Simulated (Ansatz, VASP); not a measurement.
P in VASP and in Ansatz

```
P
1.0
     1.65490   -5.08132    0.00000
     1.65490    5.08132    0.00000
     0.00000    0.00000    4.12824
P
4
Direct
  0.89352 0.10648 0.07100
  0.60648 0.39352 0.57100
  0.10648 0.89352 0.92900
  0.39352 0.60648 0.42900
```

Alike in both runs: functional LDA; k mesh 14 × 14 × 10; occupations gaussian, width 0.1 eV; no spin polarisation.

Ansatz relaxed the structure, and its values are those at the end. VASP's run is a single point on that final structure, the one shown.

|  | VASP | Ansatz |
| --- | --- | --- |
| version | VASP 6.6.1 | Ansatz 0.2.0 |
| potentials or method | VASP PAW LDA potentials, release 64 (P), cutoff 520 eV | scalar-relativistic, plane waves, PAW |
| valence electrons in the cell | 20 | 20 |

|  | VASP | Ansatz | Ansatz less VASP |
| --- | --- | --- | --- |
| gap on the k mesh at the Fermi level (eV) | none | none | - |
| pressure (GPa) | -0.3 | 0.0 | +0.28 |
| rms of the force components (eV/Å) | 0.030 | 0.000 | -0.0293 |

LDA's correlation is that of Perdew and Zunger in VASP and of Perdew and Wang (1992) in Ansatz. A gap of «none» marks a metal or a gap that the smearing closes.
